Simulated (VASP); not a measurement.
A run of VASP 6.6.1 is set up as follows.

The input INCAR:

```
  PREC = Accurate
  ENCUT = 520
  EDIFF = 1E-6
  ISMEAR = 0
  SIGMA = 0.01
  LREAL = Auto
  LASPH = T
  NELM = 100
  ALGO = Normal
  ISIF = 2
  LWAVE = F
  LCHARG = F
  GGA = PS
  NBANDS = 125
```

File KPOINTS:

```
Automatic mesh
0
Gamma
  2 2 2
  0.5 0.5 0.5
```

Contents of POSCAR:

```
Al16O25
1.0
   -4.7738611784     -2.7561900364      4.3382851459
    4.7738611784     -2.7561900364      4.3382851459
    0.0000000000      5.5123800729      4.3382851459
Al O
16 25
Direct
    0.1428688330      0.1428688330      0.1428688330
    0.6443473296      0.6458438872      0.1491845186
    0.6458438872      0.1491845186      0.6443473296
    0.1491845186      0.6443473296      0.6458438872
    0.3490338943      0.3490338943      0.3490338943
    0.8471646426      0.8511200859      0.3576947508
    0.8511200859      0.3576947508      0.8471646426
    0.3576947508      0.8471646426      0.8511200859
    0.6509661057      0.6509661057      0.6509661057
    0.1528353574      0.1488799141      0.6423052492
    0.1488799141      0.6423052492      0.1528353574
    0.6423052492      0.1528353574      0.1488799141
    0.8571311670      0.8571311670      0.8571311670
    0.3556526704      0.3541561128      0.8508154814
    0.3541561128      0.8508154814      0.3556526704
    0.8508154814      0.3556526704      0.3541561128
    0.4080926306      0.5956376370      0.7487816059
    0.9009733724      0.1060243395      0.7243569293
    0.9004204193      0.6013072500      0.2519266168
    0.3991552121      0.0958001823      0.2503951443
    0.4043623630      0.2512183941      0.5919073694
    0.9041998177      0.7496048557      0.6008447879
    0.8939756605      0.2756430707      0.0990266276
    0.3986927500      0.7480733832      0.0995795807
    0.5956376370      0.7487816059      0.4080926306
    0.0958001823      0.2503951443      0.3991552121
    0.1060243395      0.7243569293      0.9009733724
    0.6013072500      0.2519266168      0.9004204193
    0.7487816059      0.4080926306      0.5956376370
    0.2519266168      0.9004204193      0.6013072500
    0.2503951443      0.3991552121      0.0958001823
    0.7243569293      0.9009733724      0.1060243395
    0.2512183941      0.5919073694      0.4043623630
    0.7480733832      0.0995795807      0.3986927500
    0.7496048557      0.6008447879      0.9041998177
    0.2756430707      0.0990266276      0.8939756605
    0.5919073694      0.4043623630      0.2512183941
    0.0990266276      0.8939756605      0.2756430707
    0.0995795807      0.3986927500      0.7480733832
    0.6008447879      0.9041998177      0.7496048557
    0.0000000000      0.0000000000      0.0000000000
```

Potentials or basis: VASP PAW PBE potentials, release 64 (Al, O).

Run with:

```sh
$ cat potpaw_PBE.64/Al/POTCAR potpaw_PBE.64/O/POTCAR > POTCAR
$ mpirun -np 1 vasp_std > vasp.out
```

Question: What does it give for the band gap on the k mesh?

Answer: Zero (bands 99 and 100 overlap by 0.02 eV).

Question: Predict the pressure.

Answer: 5.5 GPa.

Question: Predict the largest force.

Answer: 0.011 eV/Å.

Forces in eV/Å, atoms in the order of the input:
```
Al   0.000  0.000  0.010
Al   0.000  0.003  0.010
Al   0.002 -0.001  0.010
Al  -0.002 -0.001  0.010
Al   0.000  0.000  0.001
Al   0.006 -0.007 -0.004
Al  -0.009 -0.002 -0.004
Al   0.003  0.009 -0.004
Al   0.000  0.000 -0.001
Al  -0.006  0.007  0.004
Al   0.009  0.002  0.004
Al  -0.003 -0.009  0.004
Al   0.000  0.000 -0.010
Al   0.000 -0.003 -0.010
Al  -0.002  0.001 -0.010
Al   0.002  0.001 -0.010
O    0.004  0.004 -0.001
O   -0.003  0.003  0.005
O    0.006  0.002  0.003
O    0.009  0.002 -0.006
O   -0.002  0.006  0.001
O    0.003  0.009  0.006
O   -0.004 -0.001 -0.005
O    0.002  0.006 -0.003
O    0.002 -0.006 -0.001
O   -0.003 -0.009 -0.006
O    0.004  0.001  0.005
O   -0.002 -0.006  0.003
O   -0.006  0.001 -0.001
O   -0.004  0.004  0.003
O   -0.006  0.007 -0.006
O   -0.001 -0.004  0.005
O    0.006 -0.001  0.001
O    0.004 -0.004 -0.003
O    0.006 -0.007  0.006
O    0.001  0.004 -0.005
O   -0.004 -0.004  0.001
O    0.003 -0.003 -0.005
O   -0.006 -0.002 -0.003
O   -0.009 -0.002  0.006
O    0.000  0.000  0.000
```

Caveat: the k points lie up to 0.45 Å⁻¹ apart; the cell differs from its parent crystal (with an interstitial atom, then relaxed in part); the PAW data sets were made with another functional, which shifts forces and pressure a little.
